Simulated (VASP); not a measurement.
Wanted: the native input for a VASP 6.6.1 run.

```yaml
Task: single point
Functional: PBE
Potentials_or_basis: VASP PAW PBE potentials, release 64 (K_sv)
Cutoff: 520 eV
k_mesh: 9 × 9 × 9
Occupations: fermi-dirac, width 0.05 eV
Spin: no spin polarisation
Dipole_correction: no
Further_INCAR_settings: ALGO = Fast; EDIFF = 1e-06; NBANDS = 16
```

The structure of K lies in POSCAR:

```
K
1.0
   -2.1932890768      2.1932890768      7.9918672053
    2.1932890768     -2.1932890768      7.9918672053
    2.1932890768      2.1932890768     -7.9918672053
K
2
Direct
    0.5000000000      0.5000000000      0.0000000000
    0.2500000000      0.7500000000      0.5000000000
```

The input as run:

INCAR

```
ALGO = Fast
EDIFF = 1E-6
ENCUT = 520
GGA = PE
ISIF = 2
ISMEAR = -1
LASPH = True
LCHARG = False
LREAL = False
LWAVE = False
NBANDS = 16
NELM = 100
PREC = Accurate
SIGMA = 0.05
```

KPOINTS

```
k-points
0
Gamma
  9 9 9
```

Potentials or basis: VASP PAW PBE potentials, release 64 (K_sv).

The run is started by

```sh
$ cat potpaw_PBE.64/K_sv/POTCAR > POTCAR
$ mpirun -np 1 vasp_std > vasp.out
```

It gave:

The pressure is 0.0 GPa and the band gap on the k mesh is zero (band 9 reaches 0.96 eV, above the bottom of band 10 at -1.53 eV).

Wall time 5.9 min on 1 thread of Intel(R) Xeon(R) 6975P-C (Granite Rapids) (shared host), peak memory 0.6 GiB.
